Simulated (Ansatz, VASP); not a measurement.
# NaCl in VASP and in Ansatz

```xyz
2
Lattice="0.0352 2.8099 2.8099 2.8099 0.0352 2.8099 2.8099 2.8099 0.0352" Properties=species:S:1:pos:R:3 pbc="T T T"
Na    0.0000    0.0000    0.0000
Cl    2.8275    2.8275    2.8275
```

Change from the starting cell: epitaxial_111 strain -1.0%.

Alike in both runs: task single point; functional PBE; k mesh 8 × 8 × 8; occupations fermi-dirac, width 0.02 eV; no spin polarisation.

|  | VASP | Ansatz |
| --- | --- | --- |
| version | VASP 6.6.1 | Ansatz 0.2.0 |
| potentials or method | VASP PAW PBE potentials, release 64 (Na_pv, Cl) | plane waves, PAW |
| plane-wave cutoff (eV) | 520 | 420 |
| valence electrons in the cell | 14 | 16 |

```csv
,VASP,Ansatz,Ansatz less VASP
gap on the k mesh at the Fermi level (eV),5.20,5.20,0.000
pressure (GPa),1.6,1.6,+0.02
"traceless stress, the component that is largest in VASP (GPa)",-0.16,-0.16,0.000
```

VASP's potentials hold 14 valence electrons a cell and Ansatz's 16, so a difference there can come from the potentials and not from the codes.
